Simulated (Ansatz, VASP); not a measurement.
KBr: VASP beside Ansatz

INCAR

```
ALGO = Normal
EDIFF = 1E-7
ENCUT = 520
GGA = PE
ISIF = 2
ISMEAR = 0
LASPH = True
LCHARG = False
LREAL = False
LWAVE = False
NBANDS = 15
NELM = 80
PREC = Accurate
SIGMA = 0.013000000000000001
```

Contents of KPOINTS:

```
k-points
0
Gamma
  7 7 7
```

POSCAR

```
KBr
1.0
    0.0000000000      3.3000000000      3.3000000000
    3.3000000000      0.0000000000      3.3000000000
    3.3000000000      3.3000000000      0.0000000000
Br K
1 1
Direct
    0.5000000000      0.5000000000      0.5000000000
    0.0000000000      0.0000000000      0.0000000000
```

Contents of input.yaml:

```yaml
crystal:
  lattice:
    - [0.0, 3.3, 3.3]
    - [3.3, 0.0, 3.3]
    - [3.3, 3.3, 0.0]
  atoms:
    - { symbol: Br, position: [0.5, 0.5, 0.5] }
    - { symbol: K, position: [0.0, 0.0, 0.0] }
kpoints:
  mp_grid: { grid: [7, 7, 7] }
scf:
  occupations: { method: gaussian, width: 0.013 }
hamiltonian:
  xc: pbe
  pseudopotentials: { kind: all_electron, lapw: { basis_error: 0.001 } }
output:
  forces: true
  stress: true
  eigenvalues: true
```

Alike in both runs: task single point; functional PBE; k mesh 7 × 7 × 7; occupations gaussian, width 0.013 eV; no spin polarisation.

|  | VASP | Ansatz |
| --- | --- | --- |
| version | VASP 6.6.1 | Ansatz 0.2.0 |
| potentials or method | VASP PAW PBE potentials, release 64 (Br, K_sv), cutoff 520 eV | all-electron LAPW, scalar-relativistic |

```csv
,VASP,Ansatz,Ansatz less VASP
gap on the k mesh at the Fermi level (eV),4.43,4.44,+0.001
least direct gap on the mesh (eV),4.43,4.44,+0.001
pressure (GPa),0.8,0.7,-0.04
```

Ansatz ran all-electron here, and VASP with PAW potentials.
